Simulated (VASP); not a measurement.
# Ga3Sb (Fmmm) in VASP: single point with PBE

Aim: the single point of Ga3Sb with PBE.

All numbers are computed with VASP 6.6.1; they aren't measurements. Logs are shortened: lines on timing, memory, paths and dates and some standing lists are left out, and cuts for length are marked.

## 1. The cell of the first run

It takes space group Fmmm (No. 69, orthorhombic). Conventional cell: a = 6.303 Å, b = 6.626 Å, c = 8.441 Å, α = 90.00°, β = 90.00°, γ = 90.00°. Ga (site symmetry 222) has 10 Ga at 3.11 to 4.22 Å and 4 Sb at 3.11 Å within 4.3 Å. Within 4.3 Å of Ga (site symmetry mmm) lie 8 Ga at 3.11 Å and 6 Sb at 3.15 to 4.22 Å. Sb (site symmetry mmm) has 14 Ga at 3.11 to 4.22 Å within 4.3 Å.

## 2. Single point, PBE (strain -0.0500 x Voigt [0, 0, 0, 0, 0, 1])

INCAR

```
SYSTEM = Ga3Sb
PREC = Accurate ; ENCUT = 520
EDIFF = 1E-7 ; ISMEAR = 0
SIGMA = 0.15 ; LREAL = .False.
LASPH = .True. ; NELM = 80
ALGO = Fast ; ISIF = 2
LWAVE = .False. ; LCHARG = .False.
GGA = PE ; NBANDS = 30
```

KPOINTS

```
Automatic mesh
0
Gamma
  14 14 14
  0 0 0
```

POSCAR

```
Ga3Sb
1.0
   -2.3428074706      2.3428074706      4.2203249441
    2.3428074706     -2.3428074706      4.2203249441
    2.2285241794      2.2285241794     -4.2203249441
Ga Sb
3 1
Direct
    0.7500000000      0.2500000000      0.5000000000
    0.2500000000      0.7500000000      0.5000000000
    0.5000000000      0.5000000000      0.0000000000
    0.0000000000      0.0000000000      0.0000000000
```

Potentials or basis: VASP PAW PBE potentials, release 64 (Ga_d, Sb).

Command:

```
> cat potpaw_PBE.64/Ga_d/POTCAR potpaw_PBE.64/Sb/POTCAR > POTCAR
> mpirun -np 1 vasp_std > vasp.out
```

OUTCAR:

```text
SYSTEM = Ga3Sb
   PREC = Accurate
   ENCUT = 520
   EDIFF = 1E-7
   ISMEAR = 0
   LREAL = .False.
   LASPH = .True.
   NELM = 80
   ISIF = 2
   GGA = PE

 ion  position               nearest neighbor table
   1  0.750  0.250  0.500-   4 3.11   4 3.11   4 3.11   4 3.11
   2  0.250  0.750  0.500-   4 3.11   4 3.11   4 3.11   4 3.11
   3  0.500  0.500  0.000-   4 3.15   4 3.15   4 3.31   4 3.31
   4  0.000  0.000  0.000-   1 3.11   2 3.11   1 3.11   2 3.11   1 3.11   2 3.11   1 3.11   2 3.11
                             3 3.15   3 3.15   3 3.31   3 3.31

  LATTYP: Found a face centered orthorhombic cell.
 ALAT       =     6.3032182372
 B/A-ratio  =     1.0512820513
 C/A-ratio  =     1.3391016415

  Lattice vectors:

 A1 = (   2.3428074706,  -2.3428074706,  -4.2203249441)
 A2 = (   2.2285241794,   2.2285241794,  -4.2203249441)
 A3 = (   4.5713316500,  -0.1142832912,   0.0000000000)

Analysis of symmetry for initial positions (statically):
=====================================================================
 Subroutine PRICEL returns:
 Original cell was already a primitive cell.

 Routine SETGRP: Setting up the symmetry group for a
 face centered orthorhombic supercell.

 Subroutine GETGRP returns: Found  8 space group operations
 (whereof  8 operations were pure point group operations)
 out of a pool of  8 trial point group operations.

The static configuration has the point symmetry D_2h.

Analysis of symmetry for dynamics (positions and initial velocities):
=====================================================================
 Subroutine PRICEL returns:
 Original cell was already a primitive cell.

 Routine SETGRP: Setting up the symmetry group for a
 face centered orthorhombic supercell.

 Subroutine GETGRP returns: Found  8 space group operations
 (whereof  8 operations were pure point group operations)
 out of a pool of  8 trial point group operations.

The dynamic configuration has the point symmetry D_2h.

 Subroutine INISYM returns: Found  8 space group operations
 (whereof  8 operations are pure point group operations),
 and found     1 'primitive' translations

----------------------------------------------------------------------------------------

                                     Primitive cell

  volume of cell :      88.1373

  direct lattice vectors                    reciprocal lattice vectors
    -2.342807471  2.342807471  4.220324944     0.005472286  0.218891445  0.118474290
     2.342807471 -2.342807471  4.220324944     0.218891445  0.005472286  0.118474290
     2.228524179  2.228524179 -4.220324944     0.224363731  0.224363731  0.000000000

  length of vectors
     5.365504293  5.365504293  5.267236721     0.248956960  0.248956960  0.317298232

  position of ions in fractional coordinates (direct lattice)
     0.750000000  0.250000000  0.500000000
     0.250000000  0.750000000  0.500000000
     0.500000000  0.500000000  0.000000000
     0.000000000  0.000000000  0.000000000

  ion indices of the primitive-cell ions
   primitive index   ion index
                 1           1
                 2           2
                 3           3
                 4           4

----------------------------------------------------------------------------------------

 KPOINTS: Automatic mesh

Automatic generation of k-mesh.
 Grid dimensions read from file:
 generate k-points for:   14   14   14

 Generating k-lattice:

  Cartesian coordinates                     Fractional coordinates (reciprocal lattice)
     0.000390878  0.015635103  0.008462449     0.071428571  0.000000000  0.000000000
     0.015635103  0.000390878  0.008462449     0.000000000  0.071428571  0.000000000
     0.016025981  0.016025981  0.000000000     0.000000000  0.000000000  0.071428571

  Length of vectors
     0.017782640  0.017782640  0.022664159

  Shift w.r.t. Gamma in fractional coordinates (k-lattice)
     0.000000000  0.000000000  0.000000000

 Subroutine IBZKPT returns following result:
 ===========================================

 Found    428 irreducible k-points:

 Following reciprocal coordinates:
            Coordinates               Weight
  0.000000  0.000000  0.000000      1.000000
  0.071429  0.000000  0.000000      8.000000
  0.142857  0.000000  0.000000      8.000000
  0.214286  0.000000  0.000000      8.000000
  0.285714  0.000000  0.000000      8.000000
  0.357143  0.000000  0.000000      8.000000
[... 16 lines left out ...]
  0.214286  0.142857  0.000000      8.000000
  0.285714  0.142857  0.000000      8.000000
 [... further k-points ...]
   k-points           NKPTS =    428   k-points in BZ     NKDIM =    428   number of bands    NBANDS=     30
   number of dos      NEDOS =    301   number of ions     NIONS =      4
   total plane-waves  NPLWV =  64000
   dimension x,y,z NGX =    40 NGY =   40 NGZ =   40
   dimension x,y,z NGXF=    80 NGYF=   80 NGZF=   80
   ions per type =               3   1
   NGX,Y,Z   is equivalent  to a cutoff of  12.39, 12.39, 12.62 a.u.
   NGXF,Y,Z  is equivalent  to a cutoff of  24.79, 24.79, 25.25 a.u.
 SYSTEM =  Ga3Sb
   PREC   = accura    normal or accurate (medium, high low for compatibility)
   ISTART =      0    job   : 0-new  1-cont  2-samecut
   ICHARG =      2    charge: 1-file 2-atom 10-const
   ISPIN  =      1    spin polarized calculation?
   LNONCOLLINEAR =      F non collinear calculations
   LSORBIT =      F    spin-orbit coupling
   LASPH  =      T    aspherical Exc in radial PAW
   ENCUT  =  520.0 eV  38.22 Ry    6.18 a.u.   9.98  9.98  9.79*2*pi/ulx,y,z
   NELM   =     80;   NELMIN=  2; NELMDL= -5     # of ELM steps
   EDIFF  = 0.1E-06   stopping-criterion for ELM
   LREAL  =      F    real-space projection
   EDIFFG = 0.1E-05   stopping-criterion for IOM
   NSW    =      0    number of steps for IOM
   IBRION =     -1    ionic relax: 0-MD 1-quasi-New 2-CG
   NFREE  =      0    steps in history (QN), initial steepest desc. (CG)
   ISIF   =      2    stress and relaxation
   ISYM   =      2    0-nonsym 1-usesym 2-fastsym
   POTIM  = 0.5000    time-step for ionic-motion
   TEBEG  =    0.0;   TEEND  =   0.0 temperature during run
   PSTRESS=    0.0 pullay stress
   NELECT =      44.0000    total number of electrons
   NUPDOWN=      -1.0000    fix difference up-down
   EMIN   =  10.00;   EMAX   =-10.00  energy-range for DOS
   EFERMI =   0.00;   METHOD = LEGACY
   ISMEAR =     0;   SIGMA  =   0.15  broadening in eV -4-tet -1-fermi 0-gaus
   EFERMI_NEDOS =   21; number of points for ismear=-14 and -15
   IALGO  =     68    algorithm
   IMIX   =      4    mixing-type and parameters
     AMIX     =   0.40;   BMIX     =  1.00
     AMIX_MAG =   1.60;   BMIX_MAG =  1.00
  volume/ion in A,a.u.               =      22.03       148.69
  Fermi-wavevector in a.u.,A,eV,Ry     =   1.298691  2.454170 22.947558  1.686598
  Thomas-Fermi vector in A             =   2.430003
   LORBIT       =      0    0 simple, 1 ext, 2 COOP (PROOUT), +10 PAW based schemes
   GGA     = PE    functional components
   LHFCALC =     F    Hartree Fock is set to
   AEXX    =    0.0000 exact exchange contribution
   IVDW    =     0    specifies the selected vdW correction
   LEPSILON=     F    determine dielectric tensor
   LRPA    =     F    only Hartree local field effects (RPA)
 non-spin polarized calculation
 RMM-DIIS sequential band-by-band and
 Gauss-broadening in eV      SIGMA  =   0.15
  energy-cutoff  :      520.00
  volume of cell :       88.14
 maximum number of plane-waves:      2403
   NGX = 19   NGY = 19   NGZ = 19

 number of electron      43.9999993 magnetization

 Free energy of the ion-electron system (eV)
  ---------------------------------------------------
  ext. energy  EPLUGINS =         0.00000000
  ---------------------------------------------------
  free energy    TOTEN  =       -12.58766065 eV

  energy without entropy =      -12.57057692  energy(sigma->0) =      -12.57911878

 E-fermi :   6.0298     XC(G=0): -10.4974

 val. band max:        6.0288203818   @ k =  -0.0714  -0.3571   0.1429
 cond. band min:       6.0330188767   @ k =  -0.1429   0.5000   0.2143
 fundamental gap:      0.0041984949
 Fermi energy:         6.0298302657

 k-point     1 :       0.0000    0.0000    0.0000
  band No.  band energies     occupation
      1      -8.9222      2.00000
      2      -8.8902      2.00000
      3      -8.8728      2.00000
      4      -8.8710      2.00000
      5      -8.8556      2.00000
      6      -8.8471      2.00000
[... 22 lines left out ...]
     29      11.5376      0.00000
     30      12.8486      0.00000

 k-point     2 :       0.0714    0.0000    0.0000
  band No.  band energies     occupation
      1      -8.9201      2.00000
      2      -8.8899      2.00000
      3      -8.8775      2.00000
      4      -8.8680      2.00000
      5      -8.8577      2.00000
      6      -8.8488      2.00000
[... 22 lines left out ...]
     29      11.8275      0.00000
     30      13.1943      0.00000

 k-point     3 :       0.1429    0.0000    0.0000
  band No.  band energies     occupation
      1      -8.9138      2.00000
      2      -8.8910      2.00000
      3      -8.8797      2.00000
      4      -8.8700      2.00000
      5      -8.8602      2.00000
      6      -8.8461      2.00000
[... 22 lines left out ...]
     29      12.5571      0.00000
     30      14.0382      0.00000

 k-point     4 :       0.2143    0.0000    0.0000
  band No.  band energies     occupation
      1      -8.9042      2.00000
      2      -8.8930      2.00000
      3      -8.8841      2.00000
      4      -8.8666      2.00000
      5      -8.8622      2.00000
      6      -8.8386      2.00000
[... 22 lines left out ...]
     29      12.8434      0.00000
     30      13.5527      0.00000

 k-point     5 :       0.2857    0.0000    0.0000
  band No.  band energies     occupation
      1      -8.8972      2.00000
      2      -8.8904      2.00000
      3      -8.8873      2.00000
      4      -8.8637      2.00000
      5      -8.8569      2.00000
      6      -8.8299      2.00000
[... 22 lines left out ...]
     29      11.7787      0.00000
     30      12.8635      0.00000
[... 526 lines left out ...]
     29      12.3725      0.00000
     30      12.9710      0.00000

 k-point    22 :       0.1429    0.1429    0.0000
  band No.  band energies     occupation
      1      -8.9014      2.00000
      2      -8.8974      2.00000
      3      -8.8838      2.00000
      4      -8.8728      2.00000
      5      -8.8561      2.00000
      6      -8.8497      2.00000
[... 22 lines left out ...]
     29      12.0491      0.00000
     30      12.4915      0.00000

 k-point    23 :       0.2143    0.1429    0.0000
  band No.  band energies     occupation
      1      -8.9023      2.00000
      2      -8.8903      2.00000
      3      -8.8852      2.00000
      4      -8.8679      2.00000
      5      -8.8602      2.00000
      6      -8.8393      2.00000
[... 22 lines left out ...]
     29      11.2797      0.00000
     30      12.5828      0.00000

 k-point    24 :       0.2857    0.1429    0.0000
  band No.  band energies     occupation
      1      -8.9039      2.00000
      2      -8.8857      2.00000
      3      -8.8792      2.00000
      4      -8.8648      2.00000
      5      -8.8583      2.00000
      6      -8.8274      2.00000
[... 22 lines left out ...]
     29      11.4539      0.00000
     30      12.8427      0.00000

 [... further k-points ...]
[... 5 lines left out ...]
  --------------------------------------------------------------------------------------
  -------------------------------------------------------------------------------------
  Total        0.1066786      0.1066786     -0.0527019      0.3498365      0.0000000      0.0000000
  in kB        1.9392251      1.9392251     -0.9580247      6.3593952      0.0000000      0.0000000
  external PRESSURE =       0.9734752 kB  Pullay stress =       0.0000000 kB

 VOLUME and BASIS-vectors are now :
 -----------------------------------------------------------------------------
  energy-cutoff  :      520.00
  volume of cell :       88.14
      direct lattice vectors                 reciprocal lattice vectors
    -2.342807471  2.342807471  4.220324944     0.005472286  0.218891445  0.118474290
     2.342807471 -2.342807471  4.220324944     0.218891445  0.005472286  0.118474290
     2.228524179  2.228524179 -4.220324944     0.224363731  0.224363731  0.000000000

 POSITION                                       TOTAL-FORCE (eV/Angst)
 -----------------------------------------------------------------------------------
     -0.05714      2.28567      2.11016        -0.000000      0.000000      0.000000
      2.28567     -0.05714      2.11016         0.000000     -0.000000     -0.000000
      0.00000      0.00000      4.22032         0.000000     -0.000000      0.000000
      0.00000      0.00000      0.00000         0.000000     -0.000000      0.000000
 -----------------------------------------------------------------------------------
    total drift:                               -0.000000     -0.000000      0.000000

  FREE ENERGIE OF THE ION-ELECTRON SYSTEM (eV)
  ---------------------------------------------------
  free  energy   TOTEN  =       -12.5876606494 eV

  energy  without entropy=      -12.5705769198  energy(sigma->0) =      -12.57911878
```

Run time: 9.1 min. Hardware: 1 thread of Intel Xeon 6975P-C (Granite Rapids), shared host; peak memory 0.97 GiB.

Results:

```
Free energy            : -12.5877 eV
Pressure               : 0.1 GPa
Band gap on the k mesh : zero (bands 22 and 23 overlap by 4.42 eV)
```

Levels at points of the mesh, in eV from the Fermi level:
```tsv
k point	band 20	band 21	band 22	band 23	band 24	band 25
(0.00, 0.00, 0.00)	-2.26	-2.04	-1.68	-0.65	-0.33	0.22
(0.50, 0.00, 0.00)	-1.87	-1.18	-1.00	-0.20	1.76	2.77
(0.50, 0.50, 0.00)	-4.58	-4.14	0.81	0.96	1.46	1.63
(0.00, 0.00, 0.50)	-4.69	-4.35	1.00	1.19	1.52	1.98
(0.50, 0.50, 0.50)	-3.49	-3.48	2.55	3.29	3.88	4.08
```

Caveat: the cell differs from its parent crystal (strain -0.0500 x Voigt [0, 0, 0, 0, 0, 1]); spin-orbit coupling is left out, which moves the levels of the heavy elements.
